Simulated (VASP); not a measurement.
A run of VASP 6.6.1 is set up as follows.

INCAR

```
  PREC = Accurate
  ENCUT = 520
  EDIFF = 1E-7
  ISMEAR = 0
  SIGMA = 0.1
  LREAL = False
  LASPH = True
  NELM = 100
  ALGO = Normal
  ISIF = 2
  LWAVE = False
  LCHARG = False
  GGA = PE
  NBANDS = 30
```

KPOINTS

```
Automatic mesh
0
Gamma
  6 6 4
```

File POSCAR:

```
AlGeIr3
1.0
    4.1841775792      0.0000000000      0.0000000000
   -2.0920887896      3.6236040776      0.0000000000
    0.0000000000      0.0000000000      5.3583887599
Al Ge Ir
1 1 3
Direct
    0.6666666667      0.3333333333      0.0000000000
    0.3333333333      0.6666666667      0.5000000000
    0.0000000000      0.0000000000      0.7650019130
    0.0000000000      0.0000000000      0.2349980870
    0.6666666667      0.3333333333      0.5000000000
```

Potentials or basis: VASP PAW PBE potentials, release 64 (Al, Ge_d, Ir).

The run is started by

```console
$ cat potpaw_PBE.64/Al/POTCAR potpaw_PBE.64/Ge_d/POTCAR potpaw_PBE.64/Ir/POTCAR > POTCAR
$ mpirun -np 1 vasp_std > vasp.out
```

Problem. What does it give for the pressure?

Solution. 0.1 GPa.

Problem. Predict the largest force.

Solution. 0.024 eV/Å.

Problem. Predict the band gap on the k mesh.

Solution. Zero (bands 22 and 23 overlap by 0.86 eV).

Stress tensor (GPa, compression positive):
```
0.01 0.00 0.00
0.00 0.01 0.00
0.00 0.00 0.29
```

Caveat: spin-orbit coupling is left out, which moves the levels of the heavy elements.
